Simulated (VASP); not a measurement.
## Ti3Al: single point with PBEsol

The system is Ti3Al.

```
Ti Al
1.0
     2.85277    0.00000    0.00000
    -1.42639    2.47057    0.00000
     0.00000    0.00000    9.54430
Ti Al
3 1
Direct
  0.66667 0.33333 0.00000
  0.33333 0.66667 0.77359
  0.33333 0.66667 0.22641
  0.66667 0.33333 0.50000
```

This cell differs from its parent crystal: strained and its atoms moved.

```
Program                : VASP 6.6.1
Task                   : single point
Functional             : PBEsol
Potentials or basis    : VASP PAW PBE potentials, release 64 (Ti_sv, Al)
Cutoff                 : 520 eV
k mesh                 : 18 × 18 × 6
Occupations            : gaussian, width 0.1 eV
Spin                   : no spin polarisation
Dipole correction      : no
Further INCAR settings : ALGO = Fast; EDIFF = 1e-07; NBANDS = 28
```

```
Pressure               : 1.0 GPa
Largest force          : 1.518 eV/Å
Band gap on the k mesh : zero (an odd number of electrons rules out a gap without spin polarisation)
```

Forces on the atoms (eV/Å):
```
Ti   0.000  0.000  0.000
Ti   0.000  0.000 -1.518
Ti   0.000  0.000  1.518
Al   0.000  0.000  0.000
```

Stress tensor (GPa, compression positive):
```
 3.99  0.00  0.00
 0.00  3.99  0.00
 0.00  0.00 -4.96
```

Levels at points of the mesh, in eV from the Fermi level:
```
           k point  band 15  band 16  band 17  band 18  band 19  band 20  band 21  band 22  band 23  band 24
(0.00, 0.00, 0.00)    -4.93    -2.83    -1.58     0.77     0.77     0.79     0.79     0.86     1.05     1.24
(0.50, 0.00, 0.00)    -2.59    -2.33    -1.81    -1.36    -0.53    -0.51     0.78     1.02     1.33     1.91
(0.00, 0.00, 0.50)    -3.58    -3.52    -1.82     0.70     0.77     0.77     0.79     0.79     1.06     1.25
(0.50, 0.00, 0.50)    -2.62    -2.22    -1.84    -1.29    -1.08     0.11     0.77     0.77     1.22     1.95
```

It took 24 min on 1 thread of AMD EPYC 7R13, on a shared host, peak memory 0.37 GiB.

Caveat: the cell differs from its parent crystal (strained and its atoms moved); the stress differs along the axes, from -5 to 4 GPa; the PAW data sets were made with another functional, which shifts forces and pressure a little.
